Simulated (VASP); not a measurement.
# LiF in VASP: further runs, part 2 of 2

VASP 6.6.1. The steps go on from the part before.

### Step 3. Single point, PBE

INCAR

```
ALGO = Normal ; DIPOL = 0.5 0.5 0.294
EDIFF = 1E-6 ; ENCUT = 520
GGA = PE ; IDIPOL = 3
ISIF = 2 ; ISMEAR = 0
LASPH = T ; LCHARG = T
LDIPOL = T ; LELF = T
LREAL = F ; LVACPOTAV = T
LVHAR = T ; LWAVE = F
NBANDS = 12 ; NELM = 100
PREC = Accurate ; SIGMA = 0.02
```

KPOINTS

```
k-points
0
Gamma
  8 8 1
```

POSCAR

```
LiF
1.0
    2.6970185478      0.0000000000      0.0000000000
    0.0000000000      2.6970185478      0.0000000000
    0.0000000000      0.0000000000     23.8000000000
Li F
1 1
Direct
    0.5000000000      0.5000000000      0.2941176471
    0.0000000000      0.0000000000      0.2941176471
```

Potentials or basis: VASP PAW PBE potentials, release 64 (Li_sv, F).

The run is started by

```console
cat potpaw_PBE.64/Li_sv/POTCAR potpaw_PBE.64/F/POTCAR > POTCAR
mpirun -np 1 vasp_std > vasp.out
```

OUTCAR:

```text
EDIFF = 1E-6
   ENCUT = 520
   GGA = PE
   ISIF = 2
   ISMEAR = 0
   LASPH = T
   LREAL = F
   NELM = 100
   PREC = Accurate

 ion  position               nearest neighbor table
   1  0.500  0.500  0.294-   2 1.91   2 1.91   2 1.91   2 1.91
   2  0.000  0.000  0.294-   1 1.91   1 1.91   1 1.91   1 1.91

  LATTYP: Found a simple tetragonal cell.
 ALAT       =     2.6970185478
 C/A-ratio  =     8.8245592599

  Lattice vectors:

 A1 = (   2.6970185478,   0.0000000000,   0.0000000000)
 A2 = (   0.0000000000,   2.6970185478,   0.0000000000)
 A3 = (   0.0000000000,   0.0000000000,  23.8000000000)

Analysis of symmetry for initial positions (statically):
=====================================================================
 Subroutine PRICEL returns:
 Original cell was already a primitive cell.

 Routine SETGRP: Setting up the symmetry group for a
 simple tetragonal supercell.

 Subroutine GETGRP returns: Found 16 space group operations
 (whereof  8 operations were pure point group operations)
 out of a pool of 16 trial point group operations.

The static configuration has the point symmetry C_4v.
 The point group associated with its full space group is D_4h.

Analysis of symmetry for dynamics (positions and initial velocities):
=====================================================================
 Subroutine PRICEL returns:
 Original cell was already a primitive cell.

 Routine SETGRP: Setting up the symmetry group for a
 simple tetragonal supercell.

 Subroutine GETGRP returns: Found 16 space group operations
 (whereof  8 operations were pure point group operations)
 out of a pool of 16 trial point group operations.

The dynamic configuration has the point symmetry C_4v.
 The point group associated with its full space group is D_4h.

 Subroutine INISYM returns: Found 16 space group operations
 (whereof  8 operations are pure point group operations),
 and found     1 'primitive' translations

[... 116 lines left out ...]
 Gauss-broadening in eV      SIGMA  =   0.02
  energy-cutoff  :      520.00
  volume of cell :      173.12
 maximum number of plane-waves:      4712
   NGX = 11   NGY = 11   NGZ = 89

 number of electron      10.0000000 magnetization

 dipolmoment           0.000000      0.000000     -0.000003 electrons x Angstroem

 number of electron       9.9999983 magnetization

 dipolmoment           0.000000      0.000000      0.000001 electrons x Angstroem

 Free energy of the ion-electron system (eV)
  ---------------------------------------------------
  ext. energy  EPLUGINS =         0.00000000
  ---------------------------------------------------
  free energy    TOTEN  =        -9.40298425 eV

  energy without entropy =       -9.40298425  energy(sigma->0) =       -9.40298425

 E-fermi :  -6.4696     XC(G=0):  -1.4118

 val. band max:       -6.6343866444   @ k =   0.5000   0.0000   0.0000
 cond. band min:      -0.4090208856   @ k =   0.0000   0.0000   0.0000
 fundamental gap:      6.2253657588
 Fermi energy:        -6.4695904393

 k-point     1 :       0.0000    0.0000    0.0000
  band No.  band energies     occupation
      1     -47.8842      2.00000
      2     -26.2413      2.00000
      3      -8.0299      2.00000
      4      -6.9966      2.00000
      5      -6.9966      2.00000
      6      -0.4090      0.00000
      7       0.2226      0.00000
      8       0.6705      0.00000
      9       1.1435      0.00000
     10       1.5239      0.00000
     11       2.4029      0.00000
     12       2.9619      0.00000
[... 196 lines left out ...]
 k-point    15 :       0.5000    0.5000    0.0000
  band No.  band energies     occupation
      1     -47.8174      2.00000
      2     -25.7237      2.00000
      3      -8.9754      2.00000
      4      -8.9754      2.00000
      5      -6.8792      2.00000
      6       8.0506      0.00000
      7       8.8109      0.00000
      8       9.1266      0.00000
      9       9.1266      0.00000
     10       9.2006      0.00000
     11       9.2006      0.00000
     12      10.1533      0.00000

------------------------ aborting loop because EDIFF is reached ----------------------------------------

  FORCE on cell =-STRESS in cart. coord.  units (eV):
  Direction    XX          YY          ZZ          XY          YZ          ZX
  --------------------------------------------------------------------------------------
  -------------------------------------------------------------------------------------
  Total       -0.0274607     -0.0274607     -0.0513292      0.0000000      0.0000000      0.0000000
  in kB       -0.2541424     -0.2541424     -0.4750397      0.0000000      0.0000000      0.0000000
  external PRESSURE =      -0.3277748 kB  Pullay stress =       0.0000000 kB

 VOLUME and BASIS-vectors are now :
 -----------------------------------------------------------------------------
  energy-cutoff  :      520.00
  volume of cell :      173.12
      direct lattice vectors                 reciprocal lattice vectors
     2.697018548  0.000000000  0.000000000     0.370779801  0.000000000  0.000000000
     0.000000000  2.697018548  0.000000000     0.000000000  0.370779801  0.000000000
     0.000000000  0.000000000 23.800000000     0.000000000  0.000000000  0.042016807

 POSITION                                       TOTAL-FORCE (eV/Angst)
 -----------------------------------------------------------------------------------
      1.34851      1.34851      7.00000         0.000000     -0.000000     -0.000000
      0.00000      0.00000      7.00000         0.000000      0.000000      0.000000
 -----------------------------------------------------------------------------------
    total drift:                               -0.000000      0.000000     -0.000052

  FREE ENERGIE OF THE ION-ELECTRON SYSTEM (eV)
  ---------------------------------------------------
  free  energy   TOTEN  =        -9.4029842549 eV

  energy  without entropy=       -9.4029842549  energy(sigma->0) =       -9.40298425

 vacuum level on the upper side and lower side of the slab         0.603         0.603
```

It took 41 s on 1 thread of Intel Xeon Platinum 8259CL at 2.50GHz (Skylake/Cascade Lake), shared host; peak memory 0.25 GiB.

Results:

| Quantity | Value |
| --- | --- |
| Free energy | -9.4030 eV |
| Band gap on the k mesh | 6.23 eV (least direct gap 6.59 eV) |

Caveat: the cutoff is under 1.25 times the usual one of these potentials, so pressure, stress and relaxed cells hold a basis-set (Pulay) error.

### Step 4. Single point, PBE

This run uses another cell than the first one: it holds 8 atoms, not 2.

INCAR

```
PREC = Accurate
ENCUT = 520
EDIFF = 1E-6
ISMEAR = 0
SIGMA = 0.1
LREAL = False
LASPH = True
NELM = 60
ALGO = Normal
ISIF = 2
LWAVE = False
LCHARG = False
LDIPOL = True
IDIPOL = 3
DIPOL = 0.5 0.5 0.294
GGA = PE
NBANDS = 30
```

KPOINTS

```
Automatic mesh
0
Gamma
  4 4 1
```

POSCAR

```
LiF
1.0
    5.3935618036      0.0000000000      0.0000000000
    0.0000000000      5.3935618036      0.0000000000
    0.0000000000      0.0000000000     23.8000000000
Li F
4 4
Direct
    0.2500000000      0.2500000000      0.2941176471
    0.2500000000      0.7500000000      0.2941176471
    0.7500000000      0.2500000000      0.2941176471
    0.7500000000      0.7500000000      0.2941176471
    0.0000000000      0.0000000000      0.2941176471
    0.0000000000      0.5000000000      0.2941176471
    0.5000000000      0.0000000000      0.2941176471
    0.5000000000      0.5000000000      0.2941176471
```

The run is started by

```console
cat potpaw_PBE.64/Li_sv/POTCAR potpaw_PBE.64/F/POTCAR > POTCAR
mpirun -np 1 vasp_std > vasp.out
```

It took 3.5 min on 1 thread of Intel Xeon Platinum 8259CL at 2.50GHz (Skylake/Cascade Lake), shared host; peak memory 0.61 GiB.

Results (log left out):

```
Free energy            : -37.6119 eV
Band gap on the k mesh : 6.23 eV
```

Levels at points of the mesh, in eV from the valence-band top:
| k point | band 17 | band 18 | band 19 | band 20 | band 21 | band 22 | band 23 | band 24 |
| --- | --- | --- | --- | --- | --- | --- | --- | --- |
| (0.00, 0.00, 0.00) | -0.36 | -0.25 | 0.00 | 0.00 | 6.23 | 6.86 | 7.32 | 7.79 |
| (0.50, 0.00, 0.00) | -0.46 | -0.46 | -0.19 | -0.19 | 7.54 | 7.54 | 7.94 | 7.94 |
| (0.50, 0.50, 0.00) | -0.76 | -0.76 | -0.76 | -0.76 | 8.88 | 8.88 | 8.88 | 8.88 |

Caveat: the cutoff is under 1.25 times the usual one of these potentials, so pressure, stress and relaxed cells hold a basis-set (Pulay) error.
